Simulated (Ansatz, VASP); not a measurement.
**InAs: VASP beside Ansatz**

INCAR

```
ALGO = Normal
EDIFF = 1E-6
ENCUT = 520
GGA = PE
ISIF = 2
ISMEAR = 0
LASPH = T
LCHARG = T
LELF = T
LREAL = F
LVHAR = T
LWAVE = F
NBANDS = 16
NELM = 100
PREC = Accurate
SIGMA = 0.15
```

Contents of KPOINTS:

```
k-points
0
Gamma
  16 16 16
```

Contents of POSCAR:

```
InAs
1.0
    0.0000000000      3.0469789630      3.0933796579
    3.0469789630      0.0000000000      3.0933796579
    3.0469789630      3.0469789630      0.0000000000
In As
1 1
Direct
    0.0000000000      0.0000000000      0.0000000000
    0.7500000000      0.7500000000      0.7500000000
```

Input for Ansatz:

```yaml
crystal:
  lattice:
    - [0.0, 3.046978963, 3.0933796579]
    - [3.046978963, 0.0, 3.0933796579]
    - [3.046978963, 3.046978963, 0.0]
  atoms:
    - { symbol: In, position: [0.0, 0.0, 0.0] }
    - { symbol: As, position: [0.75, 0.75, 0.75] }
basis:
  ecutwfc: 420
kpoints:
  mp_grid: { grid: [16, 16, 16] }
hamiltonian:
  xc: pbe
scf:
  occupations: { method: gaussian, width: 0.15 }
output:
  forces: true
  stress: true
  eigenvalues: true
  write_density: true
  write_potential: true
  elf: true
  volumetric_format: npy
```

Change from the starting cell: strain -0.015 along x and y, +0.000 along z, atoms carried along.

Alike in both runs: task single point; functional PBE; k mesh 16 × 16 × 16; occupations gaussian, width 0.15 eV; no spin polarisation.

|  | VASP | Ansatz |
| --- | --- | --- |
| version | VASP 6.6.1 | Ansatz 0.2.0 |
| potentials or method | VASP PAW PBE potentials, release 64 (In_d, As), cutoff 520 eV | scalar-relativistic, plane waves, PAW |
| valence electrons in the cell | 18 | 28 |

```csv
,VASP,Ansatz,Ansatz less VASP
gap on the k mesh at the Fermi level (eV),none,none,-
pressure (GPa),1.6,1.6,-0.05
"traceless stress, the component that is largest in VASP (GPa)",-0.34,-0.34,0.000
```

A gap of «none» marks a metal or a gap that the smearing closes. VASP's potentials hold 18 valence electrons a cell and Ansatz's 28, so a difference there can come from the potentials and not from the codes.
